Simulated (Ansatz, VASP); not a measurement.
# Two plane-wave programs on SiC

The input INCAR:

```
SYSTEM = SiC
  PREC = Accurate
  ENCUT = 520
  EDIFF = 1E-7
  ISMEAR = -1
  SIGMA = 0.02
  LREAL = .False.
  LASPH = .True.
  NELM = 80
  ALGO = Normal
  ISIF = 2
  LWAVE = .False.
  LCHARG = .True.
  LELF = .True.
  LVHAR = .True.
  NBANDS = 16
```

KPOINTS

```
regular mesh
0
Gamma
  8 8 8
  0 0 0
```

POSCAR

```
SiC
1.0
    1.2669330388      0.7314641310      7.1782539203
   -1.2669330388      0.7314641310      7.1782539203
    0.0000000000     -1.4629282619      7.1782539203
C Si
2 2
Direct
    0.1767202019      0.1767202019      0.1767202019
    0.8232797981      0.8232797981      0.8232797981
    0.7286037273      0.7286037273      0.7286037273
    0.2713962727      0.2713962727      0.2713962727
```

Input for Ansatz:

```yaml
crystal:
  lattice:
    - [1.2669330388, 0.731464131, 7.1782539203]
    - [-1.2669330388, 0.731464131, 7.1782539203]
    - [0.0, -1.4629282619, 7.1782539203]
  atoms:
    - { symbol: C, position: [0.1767202019, 0.1767202019, 0.1767202019] }
    - { symbol: Si, position: [0.7286037273, 0.7286037273, 0.7286037273] }
    - { symbol: C, position: [0.8232797981, 0.8232797981, 0.8232797981] }
    - { symbol: Si, position: [0.2713962727, 0.2713962727, 0.2713962727] }
kpoints:
  mp_grid: { grid: [8, 8, 8] }
hamiltonian:
  xc: lda
scf:
  occupations: { method: fermi_dirac, width: 0.02 }
  n_extra_bands: 5
output:
  forces: true
  stress: true
  eigenvalues: true
```

Alike in both runs: task single point; functional LDA; k mesh 8 × 8 × 8; occupations fermi-dirac, width 0.02 eV; no spin polarisation.

|  | VASP | Ansatz |
| --- | --- | --- |
| version | VASP 6.6.1 | Ansatz 0.2.0 |
| potentials or method | VASP PAW LDA potentials, release 64 (C, Si) | plane waves |
| plane-wave cutoff (eV) | 520 | 420 |
| valence electrons in the cell | 16 | 16 |

Ansatz gave:

- pressure (GPa): -3.8
- rms of the force components (eV/Å): 0.180

Which values does VASP return?

Pressure (GPa): -3.4; rms of the force components (eV/Å): 0.172.

LDA's correlation is that of Perdew and Zunger in VASP and of Perdew and Wang (1992) in Ansatz.
